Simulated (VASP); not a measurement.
# CaB6 (Pm-3m) in VASP: notebook

The runs below take CaB6 through single point, with r2SCAN.

Everything below comes from runs of VASP 6.6.1. Logs are shortened: lines on timing, memory, paths and dates and some standing lists are left out, and cuts for length are marked.

**The experiment to reproduce.**

“Bulk Band Gaps in Divalent Hexaborides”, 2001, arxiv:cond-mat/0107429 reports, for a bulk crystal of CaB6: band gap 1.15 eV.

How close the calculation comes is told below.

## Step 1: The cell of the first run

It takes space group Pm-3m (No. 221, cubic). The conventional cell has a = 4.136 Å, b = 4.136 Å, c = 4.136 Å, α = 90.00°, β = 90.00°, γ = 90.00°. Within 4.2 Å of Ca (site symmetry m-3m) lie 24 B at 3.04 Å and 6 Ca at 4.14 Å. B (site symmetry 4mm) has 5 B at 1.67 to 1.74 Å within 2.2 Å.

## Step 2: Single point, r2SCAN

Input file POSCAR:

```
CaB6
1.0
    4.1360723249      0.0000000000      0.0000000000
    0.0000000000      4.1360723249      0.0000000000
    0.0000000000      0.0000000000      4.1360723249
Ca B
1 6
Direct
    0.5000000000      0.5000000000      0.5000000000
    0.0000000000      0.0000000000      0.2982067262
    0.0000000000      0.0000000000      0.7017932738
    0.2982067262      0.0000000000      0.0000000000
    0.7017932738      0.0000000000      0.0000000000
    0.0000000000      0.2982067262      0.0000000000
    0.0000000000      0.7017932738      0.0000000000
```

Input file INCAR.step1:

```
PREC = Accurate
ENCUT = 520
ISMEAR = -1
SIGMA = 0.02
LREAL = F
LASPH = T
NELM = 80
NBANDS = 23
GGA = PE
ALGO = Normal
EDIFF = 1E-4
LWAVE = T
LCHARG = F
```

Input file INCAR.step2:

```
PREC = Accurate
ENCUT = 520
EDIFF = 1E-6
ISMEAR = -1
SIGMA = 0.02
LREAL = F
LASPH = T
NELM = 80
ALGO = Normal
ISIF = 2
LWAVE = F
LCHARG = T
METAGGA = R2SCAN
LMIXTAU = T
LELF = T
LVHAR = T
NBANDS = 23
ISTART = 1
```

Input file KPOINTS:

```
regular mesh
0
Gamma
  6 6 6
```

Potentials or basis: VASP PAW PBE potentials, release 64 (Ca_sv, B).

Run with:

```
$ cat potpaw_PBE.64/Ca_sv/POTCAR potpaw_PBE.64/B/POTCAR > POTCAR
$ cp INCAR.step1 INCAR
$ mpirun -np 1 vasp_std > vasp.out
$ cp INCAR.step2 INCAR
$ mpirun -np 1 vasp_std > vasp.out
```

OUTCAR:

```text
PREC = Accurate
   ENCUT = 520
   EDIFF = 1E-6
   ISMEAR = -1
   LREAL = F
   LASPH = T
   NELM = 80
   ISIF = 2
   METAGGA = R2SCAN
   ISTART = 1

 ion  position               nearest neighbor table
   1  0.500  0.500  0.500-
   2  0.000  0.000  0.298-   3 1.67   4 1.74   5 1.74   6 1.74   7 1.74
   3  0.000  0.000  0.702-   2 1.67   4 1.74   5 1.74   6 1.74   7 1.74
   4  0.298  0.000  0.000-   5 1.67   3 1.74   2 1.74   6 1.74   7 1.74
   5  0.702  0.000  0.000-   4 1.67   3 1.74   2 1.74   6 1.74   7 1.74
   6  0.000  0.298  0.000-   7 1.67   3 1.74   4 1.74   5 1.74   2 1.74
   7  0.000  0.702  0.000-   6 1.67   3 1.74   4 1.74   5 1.74   2 1.74

  LATTYP: Found a simple cubic cell.
 ALAT       =     4.1360723249

  Lattice vectors:

 A1 = (   4.1360723249,   0.0000000000,   0.0000000000)
 A2 = (   0.0000000000,   4.1360723249,   0.0000000000)
 A3 = (   0.0000000000,   0.0000000000,   4.1360723249)

Analysis of symmetry for initial positions (statically):
=====================================================================
 Subroutine PRICEL returns:
 Original cell was already a primitive cell.

 Routine SETGRP: Setting up the symmetry group for a
 simple cubic supercell.

 Subroutine GETGRP returns: Found 48 space group operations
 (whereof 48 operations were pure point group operations)
 out of a pool of 48 trial point group operations.

The static configuration has the point symmetry O_h .

Analysis of symmetry for dynamics (positions and initial velocities):
=====================================================================
 Subroutine PRICEL returns:
 Original cell was already a primitive cell.

 Routine SETGRP: Setting up the symmetry group for a
 simple cubic supercell.

 Subroutine GETGRP returns: Found 48 space group operations
 (whereof 48 operations were pure point group operations)
 out of a pool of 48 trial point group operations.

The dynamic configuration has the point symmetry O_h .

 Subroutine INISYM returns: Found 48 space group operations
 (whereof 48 operations are pure point group operations),
 and found     1 'primitive' translations

----------------------------------------------------------------------------------------

                                     Primitive cell

  volume of cell :      70.7562

  direct lattice vectors                    reciprocal lattice vectors
     4.136072325  0.000000000  0.000000000     0.241775269  0.000000000  0.000000000
     0.000000000  4.136072325  0.000000000     0.000000000  0.241775269  0.000000000
     0.000000000  0.000000000  4.136072325     0.000000000  0.000000000  0.241775269

  length of vectors
     4.136072325  4.136072325  4.136072325     0.241775269  0.241775269  0.241775269

  position of ions in fractional coordinates (direct lattice)
     0.500000000  0.500000000  0.500000000
     0.000000000  0.000000000  0.298206726
     0.000000000  0.000000000  0.701793274
     0.298206726  0.000000000  0.000000000
     0.701793274  0.000000000  0.000000000
     0.000000000  0.298206726  0.000000000
     0.000000000  0.701793274  0.000000000

  ion indices of the primitive-cell ions
   primitive index   ion index
                 1           1
                 2           2
                 3           3
                 4           4
                 5           5
                 6           6
                 7           7

----------------------------------------------------------------------------------------

 KPOINTS: regular mesh

Automatic generation of k-mesh.
 Grid dimensions read from file:
 generate k-points for:    6    6    6

 Generating k-lattice:

  Cartesian coordinates                     Fractional coordinates (reciprocal lattice)
     0.040295878  0.000000000  0.000000000     0.166666667  0.000000000  0.000000000
     0.000000000  0.040295878  0.000000000     0.000000000  0.166666667  0.000000000
     0.000000000  0.000000000  0.040295878     0.000000000  0.000000000  0.166666667

  Length of vectors
     0.040295878  0.040295878  0.040295878

  Shift w.r.t. Gamma in fractional coordinates (k-lattice)
     0.000000000  0.000000000  0.000000000

 Subroutine IBZKPT returns following result:
 ===========================================

 Found     20 irreducible k-points:

 Following reciprocal coordinates:
            Coordinates               Weight
  0.000000  0.000000  0.000000      1.000000
  0.166667  0.000000  0.000000      6.000000
  0.333333  0.000000  0.000000      6.000000
  0.500000  0.000000  0.000000      3.000000
  0.166667  0.166667  0.000000     12.000000
  0.333333  0.166667  0.000000     24.000000
[... 12 lines left out ...]
  0.500000  0.500000  0.333333      6.000000
  0.500000  0.500000  0.500000      1.000000
   k-points           NKPTS =     20   k-points in BZ     NKDIM =     20   number of bands    NBANDS=     23
   number of dos      NEDOS =    301   number of ions     NIONS =      7
   total plane-waves  NPLWV =  32768
   dimension x,y,z NGX =    32 NGY =   32 NGZ =   32
   dimension x,y,z NGXF=    64 NGYF=   64 NGZF=   64
   ions per type =               1   6
   NGX,Y,Z   is equivalent  to a cutoff of  12.86, 12.86, 12.86 a.u.
   NGXF,Y,Z  is equivalent  to a cutoff of  25.72, 25.72, 25.72 a.u.
 SYSTEM =  unknown system
   PREC   = accura    normal or accurate (medium, high low for compatibility)
   ISTART =      1    job   : 0-new  1-cont  2-samecut
   ICHARG =      0    charge: 1-file 2-atom 10-const
   ISPIN  =      1    spin polarized calculation?
   LNONCOLLINEAR =      F non collinear calculations
   LSORBIT =      F    spin-orbit coupling
   LASPH  =      T    aspherical Exc in radial PAW
   ENCUT  =  520.0 eV  38.22 Ry    6.18 a.u.   7.69  7.69  7.69*2*pi/ulx,y,z
   NELM   =     80;   NELMIN=  2; NELMDL=  0     # of ELM steps
   EDIFF  = 0.1E-05   stopping-criterion for ELM
   LREAL  =      F    real-space projection
   EDIFFG = 0.1E-04   stopping-criterion for IOM
   NSW    =      0    number of steps for IOM
   IBRION =     -1    ionic relax: 0-MD 1-quasi-New 2-CG
   NFREE  =      0    steps in history (QN), initial steepest desc. (CG)
   ISIF   =      2    stress and relaxation
   ISYM   =      2    0-nonsym 1-usesym 2-fastsym
   POTIM  = 0.5000    time-step for ionic-motion
   TEBEG  =    0.0;   TEEND  =   0.0 temperature during run
   PSTRESS=    0.0 pullay stress
   NELECT =      28.0000    total number of electrons
   NUPDOWN=      -1.0000    fix difference up-down
   EMIN   =  10.00;   EMAX   =-10.00  energy-range for DOS
   EFERMI =   0.00;   METHOD = LEGACY
   ISMEAR =    -1;   SIGMA  =   0.02  broadening in eV -4-tet -1-fermi 0-gaus
   EFERMI_NEDOS =   21; number of points for ismear=-14 and -15
   IALGO  =     38    algorithm
   IMIX   =      4    mixing-type and parameters
     AMIX     =   0.40;   BMIX     =  1.00
     AMIX_MAG =   1.60;   BMIX_MAG =  1.00
  volume/ion in A,a.u.               =      10.11        68.21
  Fermi-wavevector in a.u.,A,eV,Ry     =   1.201912  2.271285 19.654878  1.444593
  Thomas-Fermi vector in A             =   2.337708
   LORBIT       =      0    0 simple, 1 ext, 2 COOP (PROOUT), +10 PAW based schemes
   METAGGA = R2SCAN    functional components
   LHFCALC =     F    Hartree Fock is set to
   AEXX    =    0.0000 exact exchange contribution
   IVDW    =     0    specifies the selected vdW correction
   LEPSILON=     F    determine dielectric tensor
   LRPA    =     F    only Hartree local field effects (RPA)
 non-spin polarized calculation
  energy-cutoff  :      520.00
  volume of cell :       70.76
 maximum number of plane-waves:      1935
 NGX is ok and might be reduce to    32
   NGX = 15   NGY = 15   NGZ = 15

 number of electron      28.0000006 magnetization

 Free energy of the ion-electron system (eV)
  ---------------------------------------------------
  ext. energy  EPLUGINS =         0.00000000
  ---------------------------------------------------
  free energy    TOTEN  =       -54.42654330 eV

  energy without entropy =      -54.42597707  energy(sigma->0) =      -54.42626018

 E-fermi :   4.7551     XC(G=0): -11.2543

 val. band max:        4.7170979211   @ k =   0.5000   0.0000   0.0000
 cond. band min:       4.7872713968   @ k =   0.5000   0.0000   0.0000
 fundamental gap:      0.0701734757
 Fermi energy:         4.7550767260

 k-point     1 :       0.0000    0.0000    0.0000
  band No.  band energies     occupation
      1     -38.2058      2.00000
      2     -18.3132      2.00000
      3     -18.3132      2.00000
      4     -18.3132      2.00000
      5     -10.7333      2.00000
      6      -2.5888      2.00000
[... 15 lines left out ...]
     22       9.8822      0.00000
     23      11.2894      0.00000

 k-point     2 :       0.1667    0.0000    0.0000
  band No.  band energies     occupation
      1     -38.2052      2.00000
      2     -18.3285      2.00000
      3     -18.3114      2.00000
      4     -18.3114      2.00000
      5     -10.6383      2.00000
      6      -3.8192      2.00000
[... 15 lines left out ...]
     22       9.8152      0.00000
     23      10.4179      0.00000

 k-point     3 :       0.3333    0.0000    0.0000
  band No.  band energies     occupation
      1     -38.2041      2.00000
      2     -18.3590      2.00000
      3     -18.3078      2.00000
      4     -18.3078      2.00000
      5     -10.4270      2.00000
      6      -4.9701      2.00000
[... 15 lines left out ...]
     22      10.8651      0.00000
     23      11.0960      0.00000
[... 391 lines left out ...]
 k-point    19 :       0.5000    0.5000    0.3333
  band No.  band energies     occupation
      1     -38.1995      2.00000
      2     -18.3520      2.00000
      3     -18.3520      2.00000
      4     -18.3369      2.00000
      5      -9.8364      2.00000
      6      -4.5144      2.00000
[... 15 lines left out ...]
     22      11.5780      0.00000
     23      11.5780      0.00000

 k-point    20 :       0.5000    0.5000    0.5000
  band No.  band energies     occupation
      1     -38.1990      2.00000
      2     -18.3493      2.00000
      3     -18.3493      2.00000
      4     -18.3493      2.00000
      5      -9.7522      2.00000
      6      -4.4347      2.00000
[... 15 lines left out ...]
     22      13.1787      0.00000
     23      13.1787      0.00000

------------------------ aborting loop because EDIFF is reached ----------------------------------------

  FORCE on cell =-STRESS in cart. coord.  units (eV):
  Direction    XX          YY          ZZ          XY          YZ          ZX
  --------------------------------------------------------------------------------------
  -------------------------------------------------------------------------------------
  Total        0.1256742      0.1256742      0.1256742     -0.0000000      0.0000000     -0.0000000
  in kB        2.8457214      2.8457214      2.8457214     -0.0000000      0.0000000     -0.0000000
  external PRESSURE =       2.8457214 kB  Pullay stress =       0.0000000 kB

 VOLUME and BASIS-vectors are now :
 -----------------------------------------------------------------------------
  energy-cutoff  :      520.00
  volume of cell :       70.76
      direct lattice vectors                 reciprocal lattice vectors
     4.136072325  0.000000000  0.000000000     0.241775269  0.000000000  0.000000000
     0.000000000  4.136072325  0.000000000     0.000000000  0.241775269  0.000000000
     0.000000000  0.000000000  4.136072325     0.000000000  0.000000000  0.241775269

 POSITION                                       TOTAL-FORCE (eV/Angst)
 -----------------------------------------------------------------------------------
      2.06804      2.06804      2.06804         0.000000      0.000000     -0.000000
      0.00000      0.00000      1.23340         0.000000      0.000000      0.024251
      0.00000      0.00000      2.90267        -0.000000      0.000000     -0.024251
      1.23340      0.00000      0.00000         0.024251      0.000000      0.000000
      2.90267      0.00000      0.00000        -0.024251      0.000000     -0.000000
      0.00000      1.23340      0.00000         0.000000      0.024251     -0.000000
      0.00000      2.90267      0.00000        -0.000000     -0.024251      0.000000
 -----------------------------------------------------------------------------------
    total drift:                                0.000000      0.000000     -0.000000

  FREE ENERGIE OF THE ION-ELECTRON SYSTEM (eV)
  ---------------------------------------------------
  free  energy   TOTEN  =       -54.4265433001 eV

  energy  without entropy=      -54.4259770653  energy(sigma->0) =      -54.42626018
```

Run time: 65 s. Hardware: 1 thread of Intel Xeon Platinum 8488C (Sapphire Rapids), shared host; peak memory 0.19 GiB.

Results:

```yaml
Free_energy: -54.4265 eV
Pressure: 0.3 GPa
Largest_force: 0.024 eV/Å
Band_gap_on_the_k_mesh: 0.07 eV
```

Forces in eV/Å, atoms in the order of the input:
```
Ca   0.000  0.000  0.000
B    0.000  0.000  0.024
B    0.000  0.000 -0.024
B    0.024  0.000  0.000
B   -0.024  0.000  0.000
B    0.000  0.024  0.000
B    0.000 -0.024  0.000
```

Caveat: the PAW data sets were made with another functional, which shifts forces and pressure a little.

## Step 3: Single point, r2SCAN (10.41 Å³/atom)

This run uses another cell than the first one, of 10.41 Å³/atom.

POSCAR: that of step 2 with these lines changed.

```diff
@@ -2,5 +2,5 @@
 1.0
-    4.1360723249      0.0000000000      0.0000000000
-    0.0000000000      4.1360723249      0.0000000000
-    0.0000000000      0.0000000000      4.1360723249
+    4.1770261995      0.0000000000      0.0000000000
+    0.0000000000      4.1770261995      0.0000000000
+    0.0000000000      0.0000000000      4.1770261995
 Ca B
```

Input file INCAR.step1:

```
SYSTEM = CaB6
PREC     = Accurate       ! precision mode
ENCUT    = 520            ! plane-wave cutoff, eV
ISMEAR   = -1             ! smearing method
SIGMA    = 0.02           ! smearing width, eV
LREAL    = .False.        ! projectors in reciprocal space
LASPH    = .True.         ! aspherical terms in the spheres
NELM     = 100            ! most SCF steps
NBANDS   = 23             ! bands
GGA      = PE             ! functional
ALGO     = Normal         ! electronic algorithm
EDIFF    = 1E-4           ! SCF threshold, eV
LWAVE    = .True.         ! write WAVECAR
LCHARG   = .False.        ! write CHGCAR
```

Input file INCAR.step2:

```
SYSTEM = CaB6
PREC     = Accurate       ! precision mode
ENCUT    = 520            ! plane-wave cutoff, eV
EDIFF    = 1E-7           ! SCF threshold, eV
ISMEAR   = -1             ! smearing method
SIGMA    = 0.02           ! smearing width, eV
LREAL    = .False.        ! projectors in reciprocal space
LASPH    = .True.         ! aspherical terms in the spheres
NELM     = 100            ! most SCF steps
ALGO     = Normal         ! electronic algorithm
ISIF     = 2              ! what is computed and relaxed
LWAVE    = .False.        ! write WAVECAR
LCHARG   = .False.        ! write CHGCAR
METAGGA  = R2SCAN         ! meta-GGA
LMIXTAU  = .True.       
NBANDS   = 23             ! bands
ISTART   = 1
```

Input file KPOINTS:

```
regular mesh
0
Gamma
  6 6 6
  0 0 0
```

Potentials or basis: VASP PAW PBE potentials, release 64 (Ca_sv, B).

Run with:

```
$ cat potpaw_PBE.64/Ca_sv/POTCAR potpaw_PBE.64/B/POTCAR > POTCAR
$ cp INCAR.step1 INCAR
$ mpirun -np 1 vasp_std > vasp.out
$ cp INCAR.step2 INCAR
$ mpirun -np 1 vasp_std > vasp.out
```

Run time: 68 s. Hardware: 1 thread of Intel Xeon Platinum 8488C (Sapphire Rapids), shared host; peak memory 0.2 GiB.

The run converged. Its results:

```yaml
Free_energy: -54.4013 eV
Pressure: -4.2 GPa
Largest_force: 0.140 eV/Å
Band_gap_on_the_k_mesh: 0.03 eV
```

Forces on the atoms (eV/Å):
```
Ca   0.000  0.000  0.000
B    0.000  0.000 -0.140
B    0.000  0.000  0.140
B   -0.140  0.000  0.000
B    0.140  0.000  0.000
B    0.000 -0.140  0.000
B    0.000  0.140  0.000
```

Levels at points of the mesh, in eV from the valence-band top:
```csv
k point,band 12,band 13,band 14,band 15,band 16,band 17
"(0.00, 0.00, 0.00)",-0.36,-0.36,-0.36,2.90,2.90,2.90
"(0.50, 0.00, 0.00)",-2.54,-1.92,0.00,0.03,3.36,3.36
"(0.50, 0.50, 0.00)",-2.83,-1.60,-1.60,3.18,3.18,4.28
"(0.50, 0.50, 0.50)",-1.18,-1.18,-1.18,4.62,4.95,4.95
```

Caveat: the cell stands under tension; the PAW data sets were made with another functional, which shifts forces and pressure a little.

[end of part 1 of 2]
